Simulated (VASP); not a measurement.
Wanted: the native input for a VASP 6.6.1 run.

```
Task                   : single point
Functional             : PBE
Potentials or basis    : VASP PAW PBE potentials, release 64 (Te, Ru_pv, Pd)
Cutoff                 : 520 eV
k mesh                 : 12 × 12 × 6
Occupations            : gaussian, width 0.1 eV
Spin                   : no spin polarisation
Dipole correction      : no
Further INCAR settings : ALGO = Fast; EDIFF = 1e-06; NBANDS = 37
```

The structure of Te2Pd3Ru lies in POSCAR:

```
Te2Pd3Ru
1.0
    4.6030846379      0.0000000000      0.0000000000
   -2.3015423189      3.9863882322      0.0000000000
    0.0000000000      0.0000000000      5.8966756914
Te Ru Pd
2 1 3
Direct
    0.3333333333      0.6666666667      0.7407307636
    0.6666666667      0.3333333333      0.2592692364
    0.0000000000      0.0000000000      0.0000000000
    0.3333333333      0.6666666667      0.2021249670
    0.6666666667      0.3333333333      0.7978750330
    0.0000000000      0.0000000000      0.5000000000
```

The cell was built from a structure type or drawn by symmetry, and may not be a known phase.

These files were run (other wordings do the same):

INCAR

```
PREC = Accurate
ENCUT = 520
EDIFF = 1E-6
ISMEAR = 0
SIGMA = 0.1
LREAL = F
LASPH = T
NELM = 60
ALGO = Fast
ISIF = 2
LWAVE = F
LCHARG = T
GGA = PE
LELF = T
LVHAR = T
NBANDS = 37
```

KPOINTS

```
regular mesh
0
Gamma
  12 12 6
```

Potentials or basis: VASP PAW PBE potentials, release 64 (Te, Ru_pv, Pd).

Launch:

```bash
$ cat potpaw_PBE.64/Te/POTCAR potpaw_PBE.64/Ru_pv/POTCAR potpaw_PBE.64/Pd/POTCAR > POTCAR
$ mpirun -np 1 vasp_std > vasp.out
```

It gave:

The pressure is -0.1 GPa and the largest force is 0.004 eV/Å. The band gap on the k mesh is zero (bands 28 and 29 overlap by 1.53 eV).

Caveat: spin-orbit coupling is left out, which moves the levels of the heavy elements.

Run time: 2.9 min on 1 thread of Intel(R) Xeon(R) 6975P-C (Granite Rapids), with other jobs on the host, peak memory 0.51 GiB.
